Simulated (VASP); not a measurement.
# Ga (P6_3/mmc) in VASP: a series of runs

Runs on Ga. Level: PBEsol. Tasks: relaxation of cell and atoms.

Program: VASP 6.6.1. These are calculated values, not measurements. Logs are shortened: lines on timing, memory, paths and dates and some standing lists are left out, and cuts for length are marked.

### Step 1. The cell of the first run

The structure is hexagonal, space group P6_3/mmc (No. 194). Conventional cell: a = 2.798 Å, b = 2.798 Å, c = 4.730 Å, α = 90.00°, β = 90.00°, γ = 120.00°. Within 3.7 Å of Ga (site symmetry -6m2) lie 12 Ga at 2.80 to 2.86 Å.

This isn't the form of Ga at room conditions, which is orthorhombic.

### Step 2. Relaxation of cell and atoms, PBEsol, target pressure 8 GPa, at which the enthalpy is minimised

INCAR reads:

```
PREC = Accurate
ENCUT = 600
EDIFF = 1E-6
ISMEAR = -1
SIGMA = 0.1
LREAL = False
LASPH = True
NELM = 80
ALGO = Normal
ISIF = 3
LWAVE = False
LCHARG = False
GGA = PS
IBRION = 2
NSW = 32
EDIFFG = -0.005
PSTRESS = 80.0
```

KPOINTS reads:

```
Automatic mesh
0
Gamma
  15 15 8
```

POSCAR reads:

```
Ga
1.0
    2.7980279080      0.0000000000      0.0000000000
   -1.3990139540      2.4231632488      0.0000000000
    0.0000000000      0.0000000000      4.7302392020
Ga
2
Direct
    0.3333333333      0.6666666667      0.2500000000
    0.6666666667      0.3333333333      0.7500000000
```

Potentials or basis: VASP PAW PBE potentials, release 64 (Ga_d).

Command:

```console
$ cat potpaw_PBE.64/Ga_d/POTCAR > POTCAR
$ mpirun -np 1 vasp_std > vasp.out
```

OUTCAR:

```text
PREC = Accurate
   ENCUT = 600
   EDIFF = 1E-6
   ISMEAR = -1
   LREAL = False
   LASPH = True
   NELM = 80
   ISIF = 3
   GGA = PS
   IBRION = 2
   NSW = 32
   EDIFFG = -0.005
   PSTRESS = 80.0

 ion  position               nearest neighbor table
   1  0.333  0.667  0.250-   2 2.86   2 2.86   2 2.86   2 2.86   2 2.86   2 2.86
   2  0.667  0.333  0.750-   1 2.86   1 2.86   1 2.86   1 2.86   1 2.86   1 2.86

  LATTYP: Found a hexagonal cell.
 ALAT       =     2.7980279080
 C/A-ratio  =     1.6905618377

  Lattice vectors:

 A1 = (   2.7980279080,   0.0000000000,   0.0000000000)
 A2 = (  -1.3990139540,   2.4231632488,   0.0000000000)
 A3 = (   0.0000000000,   0.0000000000,   4.7302392020)

Analysis of symmetry for initial positions (statically):
=====================================================================
 Subroutine PRICEL returns:
 Original cell was already a primitive cell.

 Routine SETGRP: Setting up the symmetry group for a
 hexagonal supercell.

 Subroutine GETGRP returns: Found 24 space group operations
 (whereof 12 operations were pure point group operations)
 out of a pool of 24 trial point group operations.

The static configuration has the point symmetry D_3d.
 The point group associated with its full space group is D_6h.

Analysis of symmetry for dynamics (positions and initial velocities):
=====================================================================
 Subroutine PRICEL returns:
 Original cell was already a primitive cell.

 Routine SETGRP: Setting up the symmetry group for a
 hexagonal supercell.

 Subroutine GETGRP returns: Found 24 space group operations
 (whereof 12 operations were pure point group operations)
 out of a pool of 24 trial point group operations.

The dynamic configuration has the point symmetry D_3d.
 The point group associated with its full space group is D_6h.

 Subroutine INISYM returns: Found 24 space group operations
 (whereof 12 operations are pure point group operations),
 and found     1 'primitive' translations

----------------------------------------------------------------------------------------

                                     Primitive cell

  volume of cell :      32.0714

  direct lattice vectors                    reciprocal lattice vectors
     2.798027908  0.000000000  0.000000000     0.357394577  0.206341855  0.000000000
    -1.399013954  2.423163249  0.000000000     0.000000000  0.412683710  0.000000000
     0.000000000  0.000000000  4.730239202     0.000000000  0.000000000  0.211405799

  length of vectors
     2.798027908  2.798027908  4.730239202     0.412683710  0.412683710  0.211405799

  position of ions in fractional coordinates (direct lattice)
     0.333333333  0.666666667  0.250000000
     0.666666667  0.333333333  0.750000000

  ion indices of the primitive-cell ions
   primitive index   ion index
                 1           1
                 2           2

----------------------------------------------------------------------------------------

 KPOINTS: Automatic mesh

Automatic generation of k-mesh.
 Grid dimensions read from file:
 generate k-points for:   15   15    8

 Generating k-lattice:

  Cartesian coordinates                     Fractional coordinates (reciprocal lattice)
     0.023826305  0.013756124  0.000000000     0.066666667  0.000000000  0.000000000
     0.000000000  0.027512247  0.000000000     0.000000000  0.066666667  0.000000000
     0.000000000  0.000000000  0.026425725     0.000000000  0.000000000  0.125000000

  Length of vectors
     0.027512247  0.027512247  0.026425725

  Shift w.r.t. Gamma in fractional coordinates (k-lattice)
     0.000000000  0.000000000  0.000000000

 Subroutine IBZKPT returns following result:
 ===========================================

 Found    135 irreducible k-points:

 Following reciprocal coordinates:
            Coordinates               Weight
  0.000000  0.000000  0.000000      1.000000
  0.066667 -0.000000  0.000000      6.000000
  0.133333 -0.000000  0.000000      6.000000
  0.200000  0.000000  0.000000      6.000000
  0.266667 -0.000000  0.000000      6.000000
  0.333333 -0.000000  0.000000      6.000000
[... 16 lines left out ...]
  0.333333  0.200000  0.000000     12.000000
  0.400000  0.200000  0.000000      6.000000
 [... further k-points ...]
   k-points           NKPTS =    135   k-points in BZ     NKDIM =    135   number of bands    NBANDS=     17
   number of dos      NEDOS =    301   number of ions     NIONS =      2
   total plane-waves  NPLWV =  23040
   dimension x,y,z NGX =    24 NGY =   24 NGZ =   40
   dimension x,y,z NGXF=    48 NGYF=   48 NGZF=   80
   ions per type =               2
   NGX,Y,Z   is equivalent  to a cutoff of  14.26, 14.26, 14.06 a.u.
   NGXF,Y,Z  is equivalent  to a cutoff of  28.52, 28.52, 28.12 a.u.
 SYSTEM =  unknown system
   PREC   = accura    normal or accurate (medium, high low for compatibility)
   ISTART =      0    job   : 0-new  1-cont  2-samecut
   ICHARG =      2    charge: 1-file 2-atom 10-const
   ISPIN  =      1    spin polarized calculation?
   LNONCOLLINEAR =      F non collinear calculations
   LSORBIT =      F    spin-orbit coupling
   LASPH  =      T    aspherical Exc in radial PAW
   ENCUT  =  600.0 eV  44.10 Ry    6.64 a.u.   5.59  5.59  9.45*2*pi/ulx,y,z
   NELM   =     80;   NELMIN=  2; NELMDL= -5     # of ELM steps
   EDIFF  = 0.1E-05   stopping-criterion for ELM
   LREAL  =      F    real-space projection
   EDIFFG = -.5E-02   stopping-criterion for IOM
   NSW    =     32    number of steps for IOM
   IBRION =      2    ionic relax: 0-MD 1-quasi-New 2-CG
   NFREE  =      1    steps in history (QN), initial steepest desc. (CG)
   ISIF   =      3    stress and relaxation
   ISYM   =      2    0-nonsym 1-usesym 2-fastsym
   POTIM  = 0.5000    time-step for ionic-motion
   TEBEG  =    0.0;   TEEND  =   0.0 temperature during run
   PSTRESS=   80.0 pullay stress
   NELECT =      26.0000    total number of electrons
   NUPDOWN=      -1.0000    fix difference up-down
   EMIN   =  10.00;   EMAX   =-10.00  energy-range for DOS
   EFERMI =   0.00;   METHOD = LEGACY
   ISMEAR =    -1;   SIGMA  =   0.10  broadening in eV -4-tet -1-fermi 0-gaus
   EFERMI_NEDOS =   21; number of points for ismear=-14 and -15
   IALGO  =     38    algorithm
   IMIX   =      4    mixing-type and parameters
     AMIX     =   0.40;   BMIX     =  1.00
     AMIX_MAG =   1.60;   BMIX_MAG =  1.00
  volume/ion in A,a.u.               =      16.04       108.21
  Fermi-wavevector in a.u.,A,eV,Ry     =   1.526488  2.884644 31.703820  2.330165
  Thomas-Fermi vector in A             =   2.634514
   LORBIT       =      0    0 simple, 1 ext, 2 COOP (PROOUT), +10 PAW based schemes
   GGA     = PS    functional components
   LHFCALC =     F    Hartree Fock is set to
   AEXX    =    0.0000 exact exchange contribution
   IVDW    =     0    specifies the selected vdW correction
   LEPSILON=     F    determine dielectric tensor
   LRPA    =     F    only Hartree local field effects (RPA)
 conjugate gradient relaxation of ions
 non-spin polarized calculation
  energy-cutoff  :      600.00
  volume of cell :       32.07
 maximum number of plane-waves:      1099
 NGX is ok and might be reduce to    24
   NGX = 11   NGY = 11   NGZ = 19

--------------------------------------- Ionic step        1  -------------------------------------------

 number of electron      26.0000005 magnetization

 Free energy of the ion-electron system (eV)
  ---------------------------------------------------
  ext. energy  EPLUGINS =         0.00000000
  ---------------------------------------------------
  free energy    TOTEN  =        -6.57625290 eV

  energy without entropy =       -6.54996789  energy(sigma->0) =       -6.56311039

------------------------ aborting loop because EDIFF is reached ----------------------------------------

  FORCE on cell =-STRESS in cart. coord.  units (eV):
  Direction    XX          YY          ZZ          XY          YZ          ZX
  --------------------------------------------------------------------------------------
  -------------------------------------------------------------------------------------
  Total        1.6114815      1.6114815      1.6186466      0.0000000      0.0000000      0.0000000
  in kB       80.5041168     80.5041168     80.8620620      0.0000000      0.0000000      0.0000000
  external PRESSURE =       0.6234319 kB  Pullay stress =      80.0000000 kB
[... 61 lines left out ...]
  enthalpy is  TOTEN    =        -4.9748672295 eV   P V=        1.6028369869

--------------------------------------- Ionic step        3  -------------------------------------------

 number of electron      26.0000005 magnetization

 Free energy of the ion-electron system (eV)
  ---------------------------------------------------
  ext. energy  EPLUGINS =         0.00000000
  ---------------------------------------------------
  free energy    TOTEN  =        -6.57731796 eV

  energy without entropy =       -6.55102871  energy(sigma->0) =       -6.56417333

 E-fermi :   7.0654     XC(G=0): -11.9896

 val. band max:        7.0582892936   @ k =   0.1333   0.1333   0.2500
 cond. band min:       7.0703928636   @ k =   0.2667   0.1333   0.1250
 fundamental gap:      0.0121035700
 Fermi energy:         7.0654231068

 k-point     1 :       0.0000    0.0000    0.0000
  band No.  band energies     occupation
      1      -8.1580      2.00000
      2      -8.0295      2.00000
      3      -7.9782      2.00000
      4      -7.9782      2.00000
      5      -7.9473      2.00000
      6      -7.9473      2.00000
[... 9 lines left out ...]
     16      20.2237      0.00000
     17      20.7510      0.00000
[... 443 lines left out ...]
      1      -8.1351      2.00000
      2      -8.1215      2.00000
      3      -7.9996      2.00000
      4      -7.9659      2.00000
      5      -7.9089      2.00000
      6      -7.8545      2.00000
[... 9 lines left out ...]
     16       8.8340      0.00000
     17      10.6744      0.00000

 [... further k-points ...]

------------------------ aborting loop because EDIFF is reached ----------------------------------------

  FORCE on cell =-STRESS in cart. coord.  units (eV):
  Direction    XX          YY          ZZ          XY          YZ          ZX
  --------------------------------------------------------------------------------------
  -------------------------------------------------------------------------------------
  Total        1.6007647      1.6007647      1.6072408      0.0000000      0.0000000      0.0000000
  in kB       79.9158387     79.9158387     80.2391503      0.0000000      0.0000000      0.0000000
  external PRESSURE =       0.0236092 kB  Pullay stress =      80.0000000 kB
[... 17 lines left out ...]
  FREE ENERGIE OF THE ION-ELECTRON SYSTEM (eV)
  ---------------------------------------------------
  free  energy   TOTEN  =        -6.5773179581 eV

  energy  without entropy=       -6.5510287056  energy(sigma->0) =       -6.56417333

  enthalpy is  TOTEN    =        -4.9748674978 eV   P V=        1.6024504602

 reached required accuracy - stopping structural energy minimisation
```

It took 48 s on 1 thread of Intel Xeon 6975P-C (Granite Rapids), shared host; peak memory 0.21 GiB.

Results:

| Property | Result |
| --- | --- |
| Free energy | -6.5773 eV |
| Relaxed volume | 16.05 Å³/atom |
| Relaxed cell | a = 2.799 Å, b = 2.799 Å, c = 4.732 Å, α = 90.00°, β = 90.00°, γ = 120.00° |
| Space group after relaxing (to 0.1 Å) | P6_3/mmc (No. 194) |
| Energy change on relaxing (the run minimises the enthalpy) | -0.5 meV/atom |
| Ionic steps | 3 |
| Pressure after relaxing | 8.0 GPa |
| Band gap on the k mesh | zero (bands 13 and 14 overlap by 8.03 eV) |

The path:
```
step  energy change (eV)  largest force (eV/Å)  pressure (GPa)  volume (Å³)
   1              0.0000                0.0000            8.06        32.07
   2             -0.0015                0.0000            7.93        32.10
   3             -0.0011                0.0000            8.00        32.09
```

Final structure:
```
Ga
1.0
     2.79853    0.00000    0.00000
    -1.39926    2.42360    0.00000
     0.00000    0.00000    4.73168
Ga
2
Cartesian
  0.0000 1.6157 1.1829
  1.3993 0.8079 3.5488
```

Caveat: the cell is relaxed towards a set pressure, so the run minimises the enthalpy, not the energy; the PAW data sets were made with another functional, which shifts forces and pressure a little.

### Step 3. Relaxation of cell and atoms, PBEsol, target pressure 8 GPa, at which the enthalpy is minimised

This run uses another cell than the first one, of 16.22 Å³/atom.

INCAR reads:

```
SYSTEM = Ga
ALGO = Normal
EDIFF = 1E-6
EDIFFG = -0.005
ENCUT = 600
GGA = PS
IBRION = 2
ISIF = 3
ISMEAR = -1
LASPH = .True.
LCHARG = .False.
LREAL = .False.
LWAVE = .False.
NELM = 100
NSW = 60
PREC = Accurate
PSTRESS = 80.0
SIGMA = 0.1
```

KPOINTS reads:

```
k-points
0
Gamma
  15 15 8
  0 0 0
```

POSCAR reads:

```
Ga
1.0
    2.8486883850      0.0000000000      0.0000000000
   -1.4243441925      2.4670365089      0.0000000000
    0.0000000000      0.0000000000      4.6148751838
Ga
2
Direct
    0.3333333333      0.6666666667      0.2500000000
    0.6666666667      0.3333333333      0.7500000000
```

Potentials or basis: VASP PAW PBE potentials, release 64 (Ga_d).

Command:

```console
$ cat potpaw_PBE.64/Ga_d/POTCAR > POTCAR
$ mpirun -np 1 vasp_std > vasp.out
```

It took 2.5 min on 1 thread of Intel Xeon 6975P-C (Granite Rapids), shared host; peak memory 0.22 GiB.

Results (log left out):

* Free energy: -6.5782 eV
* Relaxed volume: 16.05 Å³/atom
* Relaxed cell: a = 2.797 Å, b = 2.797 Å, c = 4.738 Å, α = 90.00°, β = 90.00°, γ = 120.00°
* Space group after relaxing (to 0.1 Å): P6_3/mmc (No. 194)
* Energy change on relaxing (the run minimises the enthalpy): +4.8 meV/atom
* Ionic steps: 11
* Pressure after relaxing: 8.0 GPa
* Band gap on the k mesh: zero (bands 13 and 14 overlap by 8.00 eV)

The path:
| step | energy change (eV) | largest force (eV/Å) | pressure (GPa) | volume (Å³) |
| --- | --- | --- | --- | --- |
| 1 | 0.0000 | 0.0000 | 7.19 | 32.43 |
| 2 | 0.0168 | 0.0000 | 8.27 | 32.05 |
| 3 | 0.0232 | 0.0000 | 8.62 | 31.92 |
| 4 | 0.0206 | 0.0000 | 8.61 | 31.93 |
| 5 | 0.0187 | 0.0000 | 8.52 | 31.94 |
| 6 | 0.0183 | 0.0000 | 8.44 | 31.94 |
| 7 | 0.0181 | 0.0000 | 8.47 | 31.94 |
| 8 | 0.0051 | 0.0000 | 7.71 | 32.20 |
| 9 | 0.0106 | 0.0000 | 8.14 | 32.09 |
| 10 | 0.0087 | 0.0000 | 7.85 | 32.13 |
| 11 | 0.0096 | 0.0000 | 7.99 | 32.11 |

Final structure:
```
Ga
1.0
     2.79734    0.00000    0.00000
    -1.39867    2.42257    0.00000
     0.00000    0.00000    4.73791
Ga
2
Direct
  0.33333 0.66667 0.25000
  0.66667 0.33333 0.75000
```

Levels at points of the mesh, in eV from the Fermi level:
```tsv
k point	band 10	band 11	band 12	band 13	band 14	band 15	band 16	band 17
(0.00, 0.00, 0.00)	-14.75	-12.42	-5.64	-5.03	11.68	11.68	13.10	13.71
(0.00, 0.00, 0.50)	-14.81	-10.66	-10.66	3.29	3.29	13.00	13.00	13.00
```

Caveat: the cell is relaxed towards a set pressure, so the run minimises the enthalpy, not the energy; the PAW data sets were made with another functional, which shifts forces and pressure a little.
